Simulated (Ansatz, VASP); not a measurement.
**Os in VASP and in Ansatz**

```
Os
1.0
    -2.45210    2.45210    1.33802
     2.45210   -2.45210    1.33802
     2.45210    2.45210   -1.33802
Os
2
Direct
  0.00000 0.00000 0.00000
  0.75000 0.25000 0.50000
```

Alike in both runs: functional PBE; k mesh 8 × 8 × 8; occupations gaussian, width 0.1 eV; no spin polarisation.

Ansatz relaxed the structure, and its values are those at the end. VASP's run is a single point on that final structure, the one shown.

|  | VASP | Ansatz |
| --- | --- | --- |
| version | VASP 6.6.1 | Ansatz 0.2.0 |
| potentials or method | VASP PAW PBE potentials, release 64 (Os_sv_GW), cutoff 560 eV | scalar-relativistic, plane waves, PAW |
| valence electrons in the cell | 32 | 32 |

Ansatz gave:

* gap on the k mesh at the Fermi level (eV): none
* pressure (GPa): -0.1

Which values does VASP return?

gap on the k mesh at the Fermi level (eV): none; pressure (GPa): -1.3.

A gap of «none» marks a metal or a gap that the smearing closes.

Neither program's run includes spin-orbit coupling.
